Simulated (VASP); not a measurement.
Crystal: Sb.

```
CELL_PARAMETERS angstrom
-1.57654 1.57654 2.71194
1.57654 -1.57654 2.71194
1.57654 1.57654 -2.71194
ATOMIC_POSITIONS crystal
Sb 0.00000 0.00000 0.00000
```

```yaml
Program: VASP 6.6.1
Task: relaxation of cell and atoms
Functional: PBEsol
Potentials_or_basis: VASP PAW PBE potentials, release 64 (Sb)
Cutoff: 600 eV
k_mesh: 12 × 12 × 12
Occupations: fermi-dirac, width 0.05 eV
Spin: no spin polarisation
```

At the start: pressure -1.3 GPa; volume 26.96 Å³/atom.

Question: How do energy, volume and symmetry change on relaxing?

Answer: Over 12 steps the energy falls by 6.1 meV/atom and the volume is 26.31 Å³/atom (-2.4 %); space group I4/mmm (No. 139, to 0.05 Å).

The path:
```tsv
step	energy change (eV)	largest force (eV/Å)	pressure (GPa)	volume (Å³)
1	0.0000	0.0000	-1.27	26.96
2	-0.0020	0.0000	0.77	26.14
3	-0.0024	0.0000	0.12	26.39
4	-0.0034	0.0000	0.14	26.35
5	-0.0056	0.0000	0.30	26.23
6	-0.0005	0.0000	0.80	25.96
7	-0.0059	0.0000	0.36	26.19
8	-0.0059	0.0000	0.41	26.16
9	-0.0053	0.0000	-0.74	26.59
10	-0.0061	0.0000	0.04	26.30
11	-0.0061	0.0000	0.05	26.29
12	-0.0061	0.0000	0.01	26.31
```

Final structure:
```
Sb
1.0
    -1.59004    1.59004    2.60192
     1.59004   -1.59004    2.60192
     1.59004    1.59004   -2.60192
Sb
1
Direct
  0.00000 0.00000 0.00000
```

Caveat: the PAW data sets were made with another functional, which shifts forces and pressure a little.
